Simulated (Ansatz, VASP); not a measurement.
**Two plane-wave programs on NbAs**

Contents of POSCAR:

```
NbAs
1.0
   -1.7142667651      1.7142667651      5.8008041881
    1.7142667651     -1.7142667651      5.8008041881
    1.7142667651      1.7142667651     -5.8008041881
Nb As
2 2
Direct
    0.5000000000      0.0000000000      0.5000000000
    0.7500000000      0.7500000000      0.0000000000
    0.9160000000      0.4160000000      0.5000000000
    0.1660000000      0.1660000000      0.0000000000
```

INCAR.step1

```
SYSTEM = NbAs
  ALGO = Normal
  EDIFF = 1E-4
  ENCUT = 520
  GGA = PE
  ISMEAR = -1
  LASPH = .TRUE.
  LCHARG = .FALSE.
  LREAL = .FALSE.
  LWAVE = .TRUE.
  NBANDS = 26
  NELM = 60
  PREC = Accurate
  SIGMA = 0.05
```

File INCAR.step2:

```
SYSTEM = NbAs
  ALGO = Normal
  EDIFF = 1E-7
  ENCUT = 520
  ISIF = 2
  ISMEAR = -1
  ISTART = 1
  LASPH = .TRUE.
  LCHARG = .FALSE.
  LMIXTAU = .TRUE.
  LREAL = .FALSE.
  LWAVE = .FALSE.
  METAGGA = R2SCAN
  NBANDS = 26
  NELM = 60
  PREC = Accurate
  SIGMA = 0.05
```

File KPOINTS:

```
k-points
0
G
  11 11 11
  0 0 0
```

input.yaml

```yaml
crystal:
  lattice:
    - [-1.7142667651, 1.7142667651, 5.8008041881]
    - [1.7142667651, -1.7142667651, 5.8008041881]
    - [1.7142667651, 1.7142667651, -5.8008041881]
  atoms:
    - { symbol: Nb, position: [0.5, 0.0, 0.5] }
    - { symbol: Nb, position: [0.75, 0.75, 0.0] }
    - { symbol: As, position: [0.916, 0.416, 0.5] }
    - { symbol: As, position: [0.166, 0.166, 0.0] }
hamiltonian:
  xc: r2scan
  pseudopotentials: { kind: paw }
kpoints:
  mp_grid: { grid: [11, 11, 11] }
scf:
  occupations: { method: fermi_dirac, width: 0.05 }
output:
  forces: true
  stress: true
  eigenvalues: true
```

Alike in both runs: task single point; functional r2SCAN; k mesh 11 × 11 × 11; occupations fermi-dirac, width 0.05 eV; no spin polarisation.

|  | VASP | Ansatz |
| --- | --- | --- |
| version | VASP 6.6.1 | Ansatz 0.2.0 |
| potentials or method | VASP PAW PBE potentials, release 64 (Nb_sv, As) | Ansatz PAW |
| plane-wave cutoff (eV) | 520 | 500 |
| valence electrons in the cell | 36 | 56 |

|  | VASP | Ansatz | Ansatz less VASP |
| --- | --- | --- | --- |
| gap on the k mesh at the Fermi level (eV) | none | none | - |
| pressure (GPa) | 5.7 | 5.8 | +0.08 |
| traceless stress, the component that is largest in VASP (GPa) | 0.79 | 0.81 | +0.024 |
| rms of the force components (eV/Å) | 0.177 | 0.177 | +0.0002 |

VASP's potentials were made for PBE, not for r2SCAN. Atom by atom the forces differ by 0.000 eV/Å (rms over components). A gap of «none» marks a metal or a gap that the smearing closes. VASP's potentials hold 36 valence electrons a cell and Ansatz's 56, so a difference there can come from the potentials and not from the codes.
